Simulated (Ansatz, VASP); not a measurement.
**One calculation of HfN, two programs**

```
Hf N
1.0
     0.00000    2.26078    2.26078
     2.26078    0.00000    2.26078
     2.26078    2.26078    0.00000
Hf N
1 1
Direct
  0.00000 0.00000 0.00000
  0.50000 0.50000 0.50000
```

Alike in both runs: functional PBE; dispersion D4; k mesh 13 × 13 × 13; occupations fermi-dirac, width 0.1 eV; no spin polarisation.

Ansatz relaxed the structure, and its values are those at the end. VASP's run is a single point on that final structure, the one shown.

```csv
,VASP,Ansatz
version,VASP 6.6.1,Ansatz 0.2.0
potentials or method,"VASP PAW PBE potentials, release 64 (Hf_pv, N), cutoff 520 eV","plane waves, PAW"
valence electrons in the cell,15,31
```

Ansatz gave:

- pressure (GPa): 0.0

Estimate VASP's values.

pressure (GPa): -2.3.

VASP's potentials hold 15 valence electrons a cell and Ansatz's 31, so a difference there can come from the potentials and not from the codes.

Neither program's run includes spin-orbit coupling.
